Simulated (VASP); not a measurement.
# Pt (Im-3m) in VASP: a series of runs

The runs below take Pt through single point, with LDA.

Everything below comes from runs of VASP 6.6.1. Logs are shortened: lines on timing, memory, paths and dates and some standing lists are left out, and cuts for length are marked.

### Step 1. The cell of the first run

Symmetry: Im-3m, No. 229, cubic system. Conventional cell: a = 2.617 Å, b = 2.617 Å, c = 2.617 Å, α = 90.00°, β = 90.00°, γ = 90.00°. Within 3.0 Å of Pt (site symmetry m-3m) lie 14 Pt at 2.27 to 2.62 Å.

### Step 2. Single point, LDA (volume scaled by 0.6)

INCAR reads:

```
PREC = Accurate ; ENCUT = 520
EDIFF = 1E-6 ; ISMEAR = -1
SIGMA = 0.1 ; LREAL = False
LASPH = True ; NELM = 60
ALGO = Normal ; ISIF = 2
LWAVE = False ; LCHARG = False
GGA = CA ; NBANDS = 11
```

KPOINTS reads:

```
Automatic mesh
0
Gamma
  19 19 19
```

POSCAR reads:

```
Pt
1.0
   -1.3085484247      1.3085484247      1.3085484247
    1.3085484247     -1.3085484247      1.3085484247
    1.3085484247      1.3085484247     -1.3085484247
Pt
1
Direct
    0.0000000000      0.0000000000      0.0000000000
```

Potentials or basis: VASP PAW LDA potentials, release 64 (Pt).

On the command line:

```
$ cat potpaw_LDA.64/Pt/POTCAR > POTCAR
$ mpirun -np 1 vasp_std > vasp.out
```

OUTCAR:

```text
PREC = Accurate
   ENCUT = 520
   EDIFF = 1E-6
   ISMEAR = -1
   LREAL = False
   LASPH = True
   NELM = 60
   ISIF = 2
   GGA = CA

 ion  position               nearest neighbor table
   1  0.000  0.000  0.000-

  LATTYP: Found a body centered cubic cell.
 ALAT       =     2.6170968494

  Lattice vectors:

 A1 = (  -1.3085484247,   1.3085484247,   1.3085484247)
 A2 = (   1.3085484247,  -1.3085484247,   1.3085484247)
 A3 = (   1.3085484247,   1.3085484247,  -1.3085484247)

Analysis of symmetry for initial positions (statically):
=====================================================================
 Subroutine PRICEL returns:
 Original cell was already a primitive cell.

 Routine SETGRP: Setting up the symmetry group for a
 body centered cubic supercell.

 Subroutine GETGRP returns: Found 48 space group operations
 (whereof 48 operations were pure point group operations)
 out of a pool of 48 trial point group operations.

The static configuration has the point symmetry O_h .

Analysis of symmetry for dynamics (positions and initial velocities):
=====================================================================
 Subroutine PRICEL returns:
 Original cell was already a primitive cell.

 Routine SETGRP: Setting up the symmetry group for a
 body centered cubic supercell.

 Subroutine GETGRP returns: Found 48 space group operations
 (whereof 48 operations were pure point group operations)
 out of a pool of 48 trial point group operations.

The dynamic configuration has the point symmetry O_h .

 Subroutine INISYM returns: Found 48 space group operations
 (whereof 48 operations are pure point group operations),
 and found     1 'primitive' translations

----------------------------------------------------------------------------------------

                                     Primitive cell

  volume of cell :       8.9625

  direct lattice vectors                    reciprocal lattice vectors
    -1.308548425  1.308548425  1.308548425     0.000000000  0.382102787  0.382102787
     1.308548425 -1.308548425  1.308548425     0.382102787  0.000000000  0.382102787
     1.308548425  1.308548425 -1.308548425     0.382102787  0.382102787  0.000000000

  length of vectors
     2.266472356  2.266472356  2.266472356     0.540374944  0.540374944  0.540374944

  position of ions in fractional coordinates (direct lattice)
     0.000000000  0.000000000  0.000000000

  ion indices of the primitive-cell ions
   primitive index   ion index
                 1           1

----------------------------------------------------------------------------------------

 KPOINTS: Automatic mesh

Automatic generation of k-mesh.
 Grid dimensions read from file:
 generate k-points for:   19   19   19

 Generating k-lattice:

  Cartesian coordinates                     Fractional coordinates (reciprocal lattice)
     0.000000000  0.020110673  0.020110673     0.052631579  0.000000000  0.000000000
     0.020110673  0.000000000  0.020110673     0.000000000  0.052631579  0.000000000
     0.020110673  0.020110673  0.000000000     0.000000000  0.000000000  0.052631579

  Length of vectors
     0.028440787  0.028440787  0.028440787

  Shift w.r.t. Gamma in fractional coordinates (k-lattice)
     0.000000000  0.000000000  0.000000000

 Subroutine IBZKPT returns following result:
 ===========================================

 Found    220 irreducible k-points:

 Following reciprocal coordinates:
            Coordinates               Weight
  0.000000  0.000000  0.000000      1.000000
  0.052632  0.000000  0.000000     12.000000
  0.105263  0.000000  0.000000     12.000000
  0.157895  0.000000  0.000000     12.000000
  0.210526  0.000000  0.000000     12.000000
  0.263158  0.000000  0.000000     12.000000
[... 16 lines left out ...]
  0.263158  0.105263  0.000000     48.000000
  0.315789  0.105263  0.000000     48.000000
 [... further k-points ...]
   k-points           NKPTS =    220   k-points in BZ     NKDIM =    220   number of bands    NBANDS=     11
   number of dos      NEDOS =    301   number of ions     NIONS =      1
   total plane-waves  NPLWV =   5832
   dimension x,y,z NGX =    18 NGY =   18 NGZ =   18
   dimension x,y,z NGXF=    36 NGYF=   36 NGZF=   36
   ions per type =               1
   NGX,Y,Z   is equivalent  to a cutoff of  13.20, 13.20, 13.20 a.u.
   NGXF,Y,Z  is equivalent  to a cutoff of  26.41, 26.41, 26.41 a.u.
 SYSTEM =  unknown system
   PREC   = accura    normal or accurate (medium, high low for compatibility)
   ISTART =      0    job   : 0-new  1-cont  2-samecut
   ICHARG =      2    charge: 1-file 2-atom 10-const
   ISPIN  =      1    spin polarized calculation?
   LNONCOLLINEAR =      F non collinear calculations
   LSORBIT =      F    spin-orbit coupling
   LASPH  =      T    aspherical Exc in radial PAW
   ENCUT  =  520.0 eV  38.22 Ry    6.18 a.u.   4.21  4.21  4.21*2*pi/ulx,y,z
   NELM   =     60;   NELMIN=  2; NELMDL= -5     # of ELM steps
   EDIFF  = 0.1E-05   stopping-criterion for ELM
   LREAL  =      F    real-space projection
   EDIFFG = 0.1E-04   stopping-criterion for IOM
   NSW    =      0    number of steps for IOM
   IBRION =     -1    ionic relax: 0-MD 1-quasi-New 2-CG
   NFREE  =      0    steps in history (QN), initial steepest desc. (CG)
   ISIF   =      2    stress and relaxation
   ISYM   =      2    0-nonsym 1-usesym 2-fastsym
   POTIM  = 0.5000    time-step for ionic-motion
   TEBEG  =    0.0;   TEEND  =   0.0 temperature during run
   PSTRESS=    0.0 pullay stress
   NELECT =      10.0000    total number of electrons
   NUPDOWN=      -1.0000    fix difference up-down
   EMIN   =  10.00;   EMAX   =-10.00  energy-range for DOS
   EFERMI =   0.00;   METHOD = LEGACY
   ISMEAR =    -1;   SIGMA  =   0.10  broadening in eV -4-tet -1-fermi 0-gaus
   EFERMI_NEDOS =   21; number of points for ismear=-14 and -15
   IALGO  =     38    algorithm
   IMIX   =      4    mixing-type and parameters
     AMIX     =   0.40;   BMIX     =  1.00
     AMIX_MAG =   1.60;   BMIX_MAG =  1.00
  volume/ion in A,a.u.               =       8.96        60.48
  Fermi-wavevector in a.u.,A,eV,Ry     =   1.697977  3.208711 39.227291  2.883125
  Thomas-Fermi vector in A             =   2.778560
   LORBIT       =      0    0 simple, 1 ext, 2 COOP (PROOUT), +10 PAW based schemes
   GGA     = CA    functional components
   LHFCALC =     F    Hartree Fock is set to
   AEXX    =    0.0000 exact exchange contribution
   IVDW    =     0    specifies the selected vdW correction
   LEPSILON=     F    determine dielectric tensor
   LRPA    =     F    only Hartree local field effects (RPA)
 non-spin polarized calculation
  energy-cutoff  :      520.00
  volume of cell :        8.96
 maximum number of plane-waves:       249
 NGX is ok and might be reduce to    18
   NGX =  9   NGY =  9   NGZ =  9

 number of electron      10.0000001 magnetization

 Free energy of the ion-electron system (eV)
  ---------------------------------------------------
  ext. energy  EPLUGINS =         0.00000000
  ---------------------------------------------------
  free energy    TOTEN  =        -1.09915682 eV

  energy without entropy =       -1.07891749  energy(sigma->0) =       -1.08903716

 E-fermi :  23.9624     XC(G=0): -16.8576

 val. band max:       23.9574759094   @ k =  -0.3684   0.3684   0.1053
 cond. band min:      23.9714279155   @ k =  -0.4211   0.4211   0.0526
 fundamental gap:      0.0139520061
 Fermi energy:        23.9624209417

 k-point     1 :       0.0000    0.0000    0.0000
  band No.  band energies     occupation
      1       7.3393      2.00000
      2      15.7694      2.00000
      3      15.7694      2.00000
      4      15.7694      2.00000
      5      21.2173      2.00000
      6      21.2173      2.00000
      7      38.7207      0.00000
      8      38.7207      0.00000
      9      38.7207      0.00000
     10      54.6061      0.00000
     11      54.6061      0.00000

 k-point     2 :       0.0526    0.0000    0.0000
  band No.  band energies     occupation
      1       7.5541      2.00000
      2      15.6490      2.00000
      3      15.7584      2.00000
      4      15.9733      2.00000
      5      21.0129      2.00000
      6      21.2171      2.00000
      7      38.9034      0.00000
      8      39.0641      0.00000
      9      39.2549      0.00000
     10      54.5123      0.00000
     11      54.5864      0.00000

 k-point     3 :       0.1053    0.0000    0.0000
  band No.  band energies     occupation
      1       8.1630      2.00000
      2      15.3141      2.00000
      3      15.7110      2.00000
      4      16.5788      2.00000
      5      20.5571      2.00000
      6      21.2260      2.00000
      7      39.3876      0.00000
      8      40.0674      0.00000
      9      40.6747      0.00000
     10      53.5354      0.00000
     11      54.3894      0.00000

 k-point     4 :       0.1579    0.0000    0.0000
  band No.  band energies     occupation
      1       9.0416      2.00000
      2      14.8300      2.00000
      3      15.6330      2.00000
      4      17.5649      2.00000
      5      20.1736      2.00000
      6      21.2673      2.00000
      7      39.9466      0.00000
      8      41.6622      0.00000
      9      42.4802      0.00000
     10      51.4870      0.00000
     11      53.6799      0.00000

 k-point     5 :       0.2105    0.0000    0.0000
  band No.  band energies     occupation
      1       9.9179      2.00000
      2      14.2751      2.00000
      3      15.7100      2.00000
      4      18.8952      2.00000
      5      20.0882      2.00000
      6      21.3663      2.00000
      7      40.1270      0.00000
      8      43.7646      0.00000
      9      43.7726      0.00000
     10      50.2783      0.00000
     11      52.9296      0.00000

 k-point     6 :       0.2632    0.0000    0.0000
  band No.  band energies     occupation
      1      10.3938      2.00000
      2      13.7201      2.00000
      3      16.3478      2.00000
      4      20.3176      2.00000
      5      20.5132      2.00000
      6      21.5383      2.00000
      7      39.5135      0.00000
      8      43.5194      0.00000
      9      46.2931      0.00000
     10      50.5701      0.00000
     11      53.6599      0.00000

 k-point     7 :       0.3158    0.0000    0.0000
  band No.  band energies     occupation
      1      10.3465      2.00000
      2      13.2206      2.00000
      3      17.6754      2.00000
      4      20.7696      2.00000
      5      21.7790      2.00000
      6      22.3311      2.00000
      7      38.3086      0.00000
      8      42.0488      0.00000
      9      49.1733      0.00000
     10      52.1810      0.00000
     11      52.3811      0.00000

 k-point     8 :       0.3684    0.0000    0.0000
  band No.  band energies     occupation
      1      10.0478      2.00000
      2      12.8163      2.00000
      3      19.2959      2.00000
      4      21.3695      2.00000
      5      22.0572      2.00000
      6      24.2031      0.16535
      7      37.0142      0.00000
      8      40.2620      0.00000
      9      49.4040      0.00000
     10      52.3252      0.00000
     11      53.2800      0.00000
[... 141 lines left out ...]
 k-point    19 :       0.4737    0.0526   -0.0000
  band No.  band energies     occupation
      1       9.7052      2.00000
      2      12.4335      2.00000
      3      21.1529      2.00000
      4      21.4396      2.00000
      5      23.5777      1.95823
      6      27.5438      0.00000
      7      35.6210      0.00000
      8      37.3617      0.00000
      9      44.9278      0.00000
     10      49.9068      0.00000
     11      54.7329      0.00000

 k-point    20 :       0.1053    0.1053    0.0000
  band No.  band energies     occupation
      1       9.5597      2.00000
      2      14.8510      2.00000
      3      15.0821      2.00000
      4      18.3924      2.00000
      5      19.7929      2.00000
      6      21.5439      2.00000
      7      40.4848      0.00000
      8      42.1838      0.00000
      9      43.1722      0.00000
     10      50.1367      0.00000
     11      54.3581      0.00000

 k-point    21 :       0.1579    0.1053    0.0000
  band No.  band energies     occupation
      1      10.4457      2.00000
      2      14.3935      2.00000
      3      14.9304      2.00000
      4      19.6093      2.00000
      5      19.9106      2.00000
      6      21.8016      2.00000
      7      41.0209      0.00000
      8      42.6880      0.00000
      9      44.5077      0.00000
     10      49.9740      0.00000
     11      53.7366      0.00000

 k-point    22 :       0.2105    0.1053    0.0000
  band No.  band energies     occupation
      1      10.9719      2.00000
      2      13.8555      2.00000
      3      15.3707      2.00000
      4      19.7690      2.00000
      5      21.6466      2.00000
      6      22.1104      2.00000
      7      40.2537      0.00000
      8      42.9881      0.00000
      9      45.6657      0.00000
     10      51.3617      0.00000
     11      52.2541      0.00000

 k-point    23 :       0.2632    0.1053    0.0000
  band No.  band energies     occupation
      1      10.9370      2.00000
      2      13.3834      2.00000
      3      16.4878      2.00000
      4      20.1932      2.00000
      5      22.2577      2.00000
      6      23.7366      1.81077
      7      38.8918      0.00000
      8      42.0943      0.00000
      9      47.5466      0.00000
     10      49.7084      0.00000
     11      53.6979      0.00000

 k-point    24 :       0.3158    0.1053    0.0000
  band No.  band energies     occupation
      1      10.6296      2.00000
      2      13.0155      2.00000
      3      17.8794      2.00000
      4      20.7609      2.00000
      5      22.5526      2.00000
      6      25.7550      0.00000
      7      37.6500      0.00000
      8      40.3130      0.00000
      9      47.4282      0.00000
     10      49.9744      0.00000
     11      53.8544      0.00000

 [... further k-points ...]
[... 5 lines left out ...]
  --------------------------------------------------------------------------------------
  -------------------------------------------------------------------------------------
  Total       30.9713134     30.9713134     30.9713134      0.0000000     -0.0000000      0.0000000
  in kB     5536.5702824   5536.5702824   5536.5702824      0.0000000     -0.0000000      0.0000000
  external PRESSURE =    5536.5702824 kB  Pullay stress =       0.0000000 kB

 VOLUME and BASIS-vectors are now :
 -----------------------------------------------------------------------------
  energy-cutoff  :      520.00
  volume of cell :        8.96
      direct lattice vectors                 reciprocal lattice vectors
    -1.308548425  1.308548425  1.308548425     0.000000000  0.382102787  0.382102787
     1.308548425 -1.308548425  1.308548425     0.382102787  0.000000000  0.382102787
     1.308548425  1.308548425 -1.308548425     0.382102787  0.382102787  0.000000000

 POSITION                                       TOTAL-FORCE (eV/Angst)
 -----------------------------------------------------------------------------------
      0.00000      0.00000      0.00000        -0.000000      0.000000     -0.000000
 -----------------------------------------------------------------------------------
    total drift:                                0.000000      0.000000      0.000000

  FREE ENERGIE OF THE ION-ELECTRON SYSTEM (eV)
  ---------------------------------------------------
  free  energy   TOTEN  =        -1.0991568248 eV

  energy  without entropy=       -1.0789174943  energy(sigma->0) =       -1.08903716
```

It took 7.9 s on 1 thread of Intel Xeon 6975P-C (Granite Rapids), shared host; peak memory 0.13 GiB.

What came out:

```yaml
Free_energy: -1.0992 eV
Pressure: 553.7 GPa
Band_gap_on_the_k_mesh: zero (band 5 reaches 26.74 eV, above the bottom of band 6 at 20.83 eV)
```

Levels at points of the mesh, in eV from the Fermi level:
| k point | band 1 | band 2 | band 3 | band 4 | band 5 | band 6 | band 7 | band 8 | band 9 | band 10 |
| --- | --- | --- | --- | --- | --- | --- | --- | --- | --- | --- |
| (0.00, 0.00, 0.00) | -16.62 | -8.19 | -8.19 | -8.19 | -2.75 | -2.75 | 14.76 | 14.76 | 14.76 | 30.64 |

Caveat: spin-orbit coupling is left out, which moves the levels of the heavy elements.

### Step 3. Single point, LDA (volume scaled by 0.7)

INCAR reads:

```
SYSTEM = Pt
PREC     = Accurate       ! precision mode
ENCUT    = 520            ! plane-wave cutoff, eV
EDIFF    = 1E-6           ! SCF threshold, eV
ISMEAR   = -1             ! smearing method
SIGMA    = 0.1            ! smearing width, eV
LREAL    = .False.        ! projectors in reciprocal space
LASPH    = .True.         ! aspherical terms in the spheres
NELM     = 80             ! most SCF steps
ALGO     = Normal         ! electronic algorithm
ISIF     = 2              ! what is computed and relaxed
LWAVE    = .False.        ! write WAVECAR
LCHARG   = .False.        ! write CHGCAR
NBANDS   = 11             ! bands
```

KPOINTS reads:

```
Automatic mesh
0
Gamma
  19 19 19
  0 0 0
```

POSCAR reads:

```
Pt
1.0
   -1.3775437335      1.3775437335      1.3775437335
    1.3775437335     -1.3775437335      1.3775437335
    1.3775437335      1.3775437335     -1.3775437335
Pt
1
Direct
    0.0000000000      0.0000000000      0.0000000000
```

Potentials or basis: VASP PAW LDA potentials, release 64 (Pt).

On the command line:

```
$ cat potpaw_LDA.64/Pt/POTCAR > POTCAR
$ mpirun -np 1 vasp_std > vasp.out
```

Run time: 7.9 s. Hardware: 1 thread of Intel Xeon 6975P-C (Granite Rapids), shared host; peak memory 0.14 GiB.

It converged, with:

| Item | Value |
| --- | --- |
| Free energy | -4.7730 eV |
| Pressure | 266.6 GPa |
| Band gap on the k mesh | zero (band 5 reaches 21.49 eV, above the bottom of band 6 at 17.05 eV) |

Levels at points of the mesh, in eV from the Fermi level:
```tsv
k point	band 3	band 4	band 5	band 6	band 7	band 8
(0.00, 0.00, 0.00)	-6.53	-6.53	-2.04	-2.04	15.89	15.89
```

Caveat: spin-orbit coupling is left out, which moves the levels of the heavy elements.

(Continued in part 2 of 2.)
